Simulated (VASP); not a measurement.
The system is Zn3SO2.

```
O Zn S
1.0
    -1.74456    1.74456    6.89670
     1.74456   -1.74456    6.89670
     1.74456    1.74456   -6.89670
O Zn S
2 3 1
Direct
  0.17980 0.17980 0.00000
  0.82020 0.82020 0.00000
  0.75000 0.25000 0.50000
  0.39388 0.89388 0.50000
  0.10612 0.60612 0.50000
  0.50000 0.50000 0.00000
```

Base run:

```yaml
Program: VASP 6.6.1
Functional: r2SCAN
Potentials_or_basis: VASP PAW PBE potentials, release 64 (O, Zn, S)
Cutoff: 520 eV
k_mesh: 10 × 10 × 10
Occupations: gaussian, width 0.01 eV
Spin: no spin polarisation
```

Its results: band gap on the k mesh 0.98 eV (least direct gap 1.00 eV); pressure 0.5 GPa; largest force 0.047 eV/Å.

Q: The run is repeated on the same cell with these changes: functional from r2SCAN to PBE; occupations from gaussian, width 0.01 eV to fermi-dirac, width 0.02 eV. What comes out?

A: Band gap on the k mesh 0.56 eV (least direct gap 0.57 eV); pressure 4.9 GPa; largest force 0.141 eV/Å.

Caveats: the PAW data sets were made with another functional, which shifts forces and pressure a little (at least some runs); the cell stands under pressure (at least some runs).

A k mesh can miss the band edges.
